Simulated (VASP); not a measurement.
# Ge (P6_3/mmc) in VASP: further runs, part 2 of 2

VASP 6.6.1. Earlier steps stand in the parts before.

### Step 4. Single point, r2SCAN

This run uses another cell than the first one, of 21.48 Å³/atom.

File POSCAR:

```
Ge
1.0
    3.9163303013      0.0000000000      0.0000000000
   -1.9581651507      3.3916415306      0.0000000000
    0.0000000000      0.0000000000      6.4671435384
Ge
4
Direct
    0.6666666667      0.3333333333      0.0631731684
    0.3333333333      0.6666666667      0.5631731684
    0.6666666667      0.3333333333      0.4368268316
    0.3333333333      0.6666666667      0.9368268316
```

File INCAR.step1:

```
SYSTEM = Ge
PREC = Accurate
ENCUT = 520
ISMEAR = -1
SIGMA = 0.1
LREAL = .False.
LASPH = .True.
NELM = 80
NBANDS = 36
GGA = PE
ALGO = Normal
EDIFF = 1E-4
LWAVE = .True.
LCHARG = .False.
```

File INCAR.step2:

```
SYSTEM = Ge
PREC = Accurate
ENCUT = 520
EDIFF = 1E-7
ISMEAR = -1
SIGMA = 0.1
LREAL = .False.
LASPH = .True.
NELM = 80
ALGO = Normal
ISIF = 2
LWAVE = .False.
LCHARG = .False.
METAGGA = R2SCAN
LMIXTAU = .True.
NBANDS = 36
ISTART = 1
```

File KPOINTS:

```
Automatic mesh
0
Gamma
  6 6 3
  0 0 0
```

Command:

```sh
cat potpaw_PBE.64/Ge_d/POTCAR > POTCAR
cp INCAR.step1 INCAR
mpirun -np 1 vasp_std > vasp.out
cp INCAR.step2 INCAR
mpirun -np 1 vasp_std > vasp.out
```

Run time: 2.7 min. Hardware: 1 thread of Intel Xeon Platinum 8124M at 3.00GHz (Skylake/Cascade Lake), shared host; peak memory 0.21 GiB.

Results (log left out):

* Free energy: -55.2873 eV
* Pressure: 5.1 GPa
* Largest force: 0.009 eV/Å
* Band gap on the k mesh: 0.23 eV

Forces in eV/Å, atoms in the order of the input:
```
Ge   0.000  0.000  0.009
Ge   0.000  0.000  0.009
Ge   0.000  0.000 -0.009
Ge   0.000  0.000 -0.009
```

Levels at points of the mesh, in eV from the valence-band top:
```
           k point  band 24  band 25  band 26  band 27  band 28  band 29  band 30  band 31  band 32  band 33
(0.00, 0.00, 0.00)    -1.82    -1.82    -0.35     0.00     0.00     0.23     0.82     2.26     2.26     2.85
(0.50, 0.00, 0.00)    -7.29    -5.24    -3.59    -3.30    -1.77     0.54     2.00     3.68     3.82     4.61
```

Caveat: the cell stands under pressure; the PAW data sets were made with another functional, which shifts forces and pressure a little; an odd mesh through Γ misses points on the zone boundary, where band edges can lie.

### Step 5. Single point, r2SCAN

This run uses another cell than the first one, of 22.83 Å³/atom.

File POSCAR:

```
Ge
1.0
    3.9996766069      0.0000000000      0.0000000000
   -1.9998383034      3.4638215485      0.0000000000
    0.0000000000      0.0000000000      6.5903266223
Ge
4
Direct
    0.6666666667      0.3333333333      0.0628282997
    0.3333333333      0.6666666667      0.5628282997
    0.6666666667      0.3333333333      0.4371717003
    0.3333333333      0.6666666667      0.9371717003
```

File INCAR.step1:

```
SYSTEM = Ge
ALGO = Normal
EDIFF = 1E-4
ENCUT = 520
GGA = PE
ISMEAR = -1
LASPH = .True.
LCHARG = .False.
LREAL = .False.
LWAVE = .True.
NBANDS = 36
NELM = 80
PREC = Accurate
SIGMA = 0.1
```

File INCAR.step2:

```
SYSTEM = Ge
ALGO = Normal
EDIFF = 1E-7
ENCUT = 520
ISIF = 2
ISMEAR = -1
ISTART = 1
LASPH = .True.
LCHARG = .False.
LMIXTAU = .True.
LREAL = .False.
LWAVE = .False.
METAGGA = R2SCAN
NBANDS = 36
NELM = 80
PREC = Accurate
SIGMA = 0.1
```

File KPOINTS:

```
k-points
0
Gamma
  6 6 3
  0 0 0
```

Potentials or basis: VASP PAW PBE potentials, release 64 (Ge_d).

Command:

```sh
cat potpaw_PBE.64/Ge_d/POTCAR > POTCAR
cp INCAR.step1 INCAR
mpirun -np 1 vasp_std > vasp.out
cp INCAR.step2 INCAR
mpirun -np 1 vasp_std > vasp.out
```

OUTCAR:

```text
SYSTEM = Ge
   EDIFF = 1E-7
   ENCUT = 520
   ISIF = 2
   ISMEAR = -1
   ISTART = 1
   LASPH = .True.
   LREAL = .False.
   METAGGA = R2SCAN
   NELM = 80
   PREC = Accurate

 ion  position               nearest neighbor table
   1  0.667  0.333  0.063-   4 2.45   4 2.45   4 2.45   3 2.47
   2  0.333  0.667  0.563-   3 2.45   3 2.45   3 2.45   4 2.47
   3  0.667  0.333  0.437-   2 2.45   2 2.45   2 2.45   1 2.47
   4  0.333  0.667  0.937-   1 2.45   1 2.45   1 2.45   2 2.47

  LATTYP: Found a hexagonal cell.
 ALAT       =     3.9996766069
 C/A-ratio  =     1.6477148705

  Lattice vectors:

 A1 = (   3.9996766069,   0.0000000000,   0.0000000000)
 A2 = (  -1.9998383034,   3.4638215485,   0.0000000000)
 A3 = (   0.0000000000,   0.0000000000,   6.5903266223)

Analysis of symmetry for initial positions (statically):
=====================================================================
 Subroutine PRICEL returns:
 Original cell was already a primitive cell.

 Routine SETGRP: Setting up the symmetry group for a
 hexagonal supercell.

 Subroutine GETGRP returns: Found 24 space group operations
 (whereof 12 operations were pure point group operations)
 out of a pool of 24 trial point group operations.

[... 160 lines left out ...]
 cond. band min:       4.9446062768   @ k =   0.0000   0.0000   0.0000
 fundamental gap:      0.0461642273
 Fermi energy:         4.9382566060

 k-point     1 :       0.0000    0.0000    0.0000
  band No.  band energies     occupation
      1     -20.7953      2.00000
      2     -20.7953      2.00000
      3     -20.7575      2.00000
      4     -20.7548      2.00000
      5     -20.7548      2.00000
      6     -20.7435      2.00000
[... 535 lines left out ...]
     35      12.0364      0.00000
     36      12.0365      0.00000

------------------------ aborting loop because EDIFF is reached ----------------------------------------

  FORCE on cell =-STRESS in cart. coord.  units (eV):
  Direction    XX          YY          ZZ          XY          YZ          ZX
  --------------------------------------------------------------------------------------
  -------------------------------------------------------------------------------------
  Total        0.0317883      0.0317883      0.0639830      0.0000000      0.0000000      0.0000000
  in kB        0.5578148      0.5578148      1.1227616      0.0000000      0.0000000      0.0000000
  external PRESSURE =       0.7461304 kB  Pullay stress =       0.0000000 kB

 VOLUME and BASIS-vectors are now :
 -----------------------------------------------------------------------------
  energy-cutoff  :      520.00
  volume of cell :       91.30
      direct lattice vectors                 reciprocal lattice vectors
     3.999676607  0.000000000  0.000000000     0.250020214  0.144349238  0.000000000
    -1.999838303  3.463821548  0.000000000     0.000000000  0.288698475  0.000000000
     0.000000000  0.000000000  6.590326622     0.000000000  0.000000000  0.151737548

 POSITION                                       TOTAL-FORCE (eV/Angst)
 -----------------------------------------------------------------------------------
      1.99984      1.15461      0.41406         0.000000     -0.000000      0.014803
     -0.00000      2.30921      3.70922        -0.000000      0.000000      0.014803
      1.99984      1.15461      2.88110         0.000000     -0.000000     -0.014803
     -0.00000      2.30921      6.17627        -0.000000      0.000000     -0.014803
 -----------------------------------------------------------------------------------
    total drift:                                0.000000     -0.000000      0.000000

  FREE ENERGIE OF THE ION-ELECTRON SYSTEM (eV)
  ---------------------------------------------------
  free  energy   TOTEN  =       -55.3713418413 eV

  energy  without entropy=      -55.3635884283  energy(sigma->0) =      -55.36746513
```

OUTCAR.step1:

```text
SYSTEM = Ge
   EDIFF = 1E-4
   ENCUT = 520
   GGA = PE
   ISMEAR = -1
   LASPH = .True.
   LREAL = .False.
   NELM = 80
[... 762 lines left out ...]
     -0.00000      2.30921      3.70922         0.000000      0.000000      0.015592
      1.99984      1.15461      2.88110        -0.000000     -0.000000     -0.015592
     -0.00000      2.30921      6.17627         0.000000      0.000000     -0.015592
 -----------------------------------------------------------------------------------
    total drift:                                0.000000     -0.000000      0.000000

  FREE ENERGIE OF THE ION-ELECTRON SYSTEM (eV)
  ---------------------------------------------------
  free  energy   TOTEN  =       -17.9176473329 eV

  energy  without entropy=      -17.9062293118  energy(sigma->0) =      -17.91193832
```

Wall time 2.8 min (1 thread of Intel Xeon Platinum 8124M at 3.00GHz (Skylake/Cascade Lake), shared host); peak memory 0.22 GiB.

What came out:

```
Free energy            : -55.3713 eV
Pressure               : 0.1 GPa
Largest force          : 0.015 eV/Å
Band gap on the k mesh : 0.05 eV
```

Forces on the atoms (eV/Å):
```
Ge   0.000  0.000  0.015
Ge   0.000  0.000  0.015
Ge   0.000  0.000 -0.015
Ge   0.000  0.000 -0.015
```

Levels at points of the mesh, in eV from the valence-band top:
| k point | band 25 | band 26 | band 27 | band 28 | band 29 | band 30 | band 31 | band 32 |
| --- | --- | --- | --- | --- | --- | --- | --- | --- |
| (0.00, 0.00, 0.00) | -1.69 | -0.28 | 0.00 | 0.00 | 0.05 | 0.26 | 2.29 | 2.29 |
| (0.50, 0.00, 0.00) | -4.87 | -3.34 | -3.02 | -1.64 | 0.62 | 1.83 | 3.73 | 3.83 |

Caveat: the PAW data sets were made with another functional, which shifts forces and pressure a little; an odd mesh through Γ misses points on the zone boundary, where band edges can lie.

### Step 6. The runs side by side

```tsv
cell	gap on the mesh (eV)	pressure (GPa)	largest force (eV/Å)
a = 3.756, b = 3.756, c = 6.223 Å, angles 90.0, 90.0, 120.0°, 4 atoms	0.33	20.2	-
a = 3.853, b = 3.853, c = 6.369 Å, angles 90.0, 90.0, 120.0°, 4 atoms	0.37	10.1	0.01
a = 3.916, b = 3.916, c = 6.467 Å, angles 90.0, 90.0, 120.0°, 4 atoms	0.23	5.1	0.01
a = 4.000, b = 4.000, c = 6.590 Å, angles 90.0, 90.0, 120.0°, 4 atoms	0.05	0.1	0.01
```

Alike in all rows: task single point; level r2SCAN; potentials or basis VASP PAW PBE potentials, release 64 (Ge_d); no spin polarisation; k mesh 6 × 6 × 3; cutoff (eV) 520; smearing fermi-dirac 0.1 eV.

Caveats: the PAW data sets were made with another functional, which shifts forces and pressure a little; an odd mesh through Γ misses points on the zone boundary, where band edges can lie; the cell stands under pressure (at least some runs).

Total energies depend on the potentials used, so only differences within one code and one set of settings carry meaning.
